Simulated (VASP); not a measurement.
# InSe2: single point with PBEsol

InSe2:

```
CELL_PARAMETERS angstrom
3.89489 0.00000 0.00000
0.00000 3.89489 0.00000
0.00000 0.00000 9.62623
ATOMIC_POSITIONS crystal
In 0.00000 0.50000 0.70647
In 0.50000 0.00000 0.29353
Se 0.00000 0.50000 0.36621
Se 0.50000 0.00000 0.63379
Se 0.00000 0.00000 0.00000
Se 0.50000 0.50000 0.00000
```

- Program: VASP 6.6.1
- Task: single point
- Functional: PBEsol
- Potentials or basis: VASP PAW PBE potentials, release 64 (In_d, Se)
- Cutoff: 520 eV
- k mesh: 8 × 8 × 4, shifted
- Occupations: gaussian, width 0.1 eV
- Spin: no spin polarisation
- Dipole correction: no
- Further INCAR settings: ALGO = Normal; EDIFF = 1e-06; NBANDS = 34

- Pressure: -3.4 GPa
- Largest force: 0.049 eV/Å
- Band gap on the k mesh: zero (bands 25 and 26 overlap by 1.66 eV)

Forces in eV/Å, atoms in the order of the input:
```
In   0.000  0.000 -0.025
In   0.000  0.000  0.025
Se   0.000  0.000 -0.049
Se   0.000  0.000  0.049
Se   0.000  0.000  0.000
Se   0.000  0.000  0.000
```

Stress tensor (GPa, compression positive):
```
-3.89  0.00  0.00
 0.00 -3.89  0.00
 0.00  0.00 -2.41
```

Levels at points of the mesh, in eV from the Fermi level:
```
           k point  band 23  band 24  band 25  band 26  band 27  band 28
(0.06, 0.06, 0.12)    -1.64    -0.72     0.20     0.66     2.24     2.97
```

It took 45 s on 1 thread of Intel(R) Xeon(R) 6975P-C (Granite Rapids), on a shared host, peak memory 0.27 GiB.

Caveat: the cell stands under tension; the PAW data sets were made with another functional, which shifts forces and pressure a little; spin-orbit coupling is left out, which moves the levels of the heavy elements.
